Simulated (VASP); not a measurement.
Runs of VASP 6.6.1 on Na2Cd. The structure is that of space group Fd-3m (No. 227), or close to it. The cells are those of the table. 

```tsv
task	cell	k mesh	cutoff (eV)	gap on the mesh (eV)	pressure (GPa)
single point	a = 6.369 Å, angles 60.0°, 6 atoms	8 × 8 × 8	520	none	0.0
single point	a = 5.711 Å, angles 60.0°, 6 atoms	4 × 4 × 4	520	none	(a)
relaxation of cell and atoms	relaxed from a = 5.711 Å, angles 60.0°, 6 atoms	4 × 4 × 4	600	none	0.1
single point	a = 6.398 Å, angles 60.0°, 6 atoms	4 × 4 × 4	520	none	0.2
```

Alike in all rows: level PBE; potentials or basis VASP PAW PBE potentials, release 64 (Na_pv, Cd); no spin polarisation; smearing gaussian 0.1 eV.

Task: Fill in the values left out.

Result: (a) 6.7.

A k mesh can miss the band edges, and the runs leave out spin-orbit coupling on Cd.

A gap of «none» marks levels without a gap at the run's occupations.
